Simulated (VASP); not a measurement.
## KBr: single point with PBE

KBr:

```
K Br
1.0
     4.04350    0.00000    0.00000
     0.00000    4.04350    0.00000
     0.00000    0.00000    4.04350
K Br
1 1
Direct
  0.00000 0.00000 0.00000
  0.50000 0.50000 0.50000
```

```json
{"Program": "VASP 6.6.1", "Task": "single point", "Functional": "PBE", "Potentials or basis": "VASP PAW PBE potentials, release 64 (K_sv, Br)", "Cutoff": "500 eV", "k mesh": "5 × 5 × 5", "Occupations": "fermi-dirac, width 0.02 eV", "Spin": "no spin polarisation", "Dipole correction": "no", "Further INCAR settings": "ALGO = Normal; EDIFF = 1e-06; NBANDS = 15"}
```

```json
{
 "Pressure": "0.0 GPa",
 "Band gap on the k mesh": "3.91 eV, indirect (least direct gap 4.12 eV)"
}
```

Levels at points of the mesh, in eV from the valence-band top:
```csv
k point,band 4,band 5,band 6,band 7,band 8,band 9,band 10,band 11,band 12,band 13
"(0.00, 0.00, 0.00)",-12.05,-12.05,-0.22,-0.22,-0.22,3.91,5.90,5.90,9.70,9.70
```

It took 4.4 s on 1 thread of Intel(R) Xeon(R) 6975P-C (Granite Rapids), on a shared host, peak memory 0.16 GiB.

A k mesh can miss the band edges.
